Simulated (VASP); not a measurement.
Write the native input for VASP 6.6.1 that does the following.

```yaml
Task: single point
Functional: PBEsol
Potentials_or_basis: VASP PAW PBE potentials, release 64 (Ru_pv)
Cutoff: 520 eV
k_mesh: 18 × 18 × 10
Occupations: gaussian, width 0.15 eV
Spin: no spin polarisation
Dipole_correction: no
Further_INCAR_settings: ALGO = Fast; EDIFF = 1e-06; NBANDS = 21
```

The structure of Ru lies in POSCAR:

```
Ru
1.0
    2.8403000000      0.0000000000      0.0000000000
   -1.4201500000      2.4597719544      0.0000000000
    0.0000000000      0.0000000000      3.8442000000
Ru
2
Direct
    0.3333333333      0.6666666667      0.2500000000
    0.6666666667      0.3333333333      0.7500000000
```

One way to write it, as run:

INCAR

```
SYSTEM = Ru
  PREC = Accurate
  ENCUT = 520
  EDIFF = 1E-6
  ISMEAR = 0
  SIGMA = 0.15
  LREAL = .FALSE.
  LASPH = .TRUE.
  NELM = 80
  ALGO = Fast
  ISIF = 2
  LWAVE = .FALSE.
  LCHARG = .FALSE.
  GGA = PS
  NBANDS = 21
```

KPOINTS

```
Automatic mesh
0
G
  18 18 10
  0 0 0
```

Potentials or basis: VASP PAW PBE potentials, release 64 (Ru_pv).

The run is started by

```bash
$ cat potpaw_PBE.64/Ru_pv/POTCAR > POTCAR
$ mpirun -np 1 vasp_std > vasp.out
```

It gave:

```json
{
  "Pressure": "7.6 GPa",
  "Band gap on the k mesh": "zero (band 14 reaches 14.40 eV, above the bottom of band 15 at 11.59 eV)"
}
```

Caveat: the PAW data sets were made with another functional, which shifts forces and pressure a little.

It took 38 s on 1 thread of Intel(R) Xeon(R) 6975P-C (Granite Rapids), with other jobs on the host, peak memory 0.21 GiB.
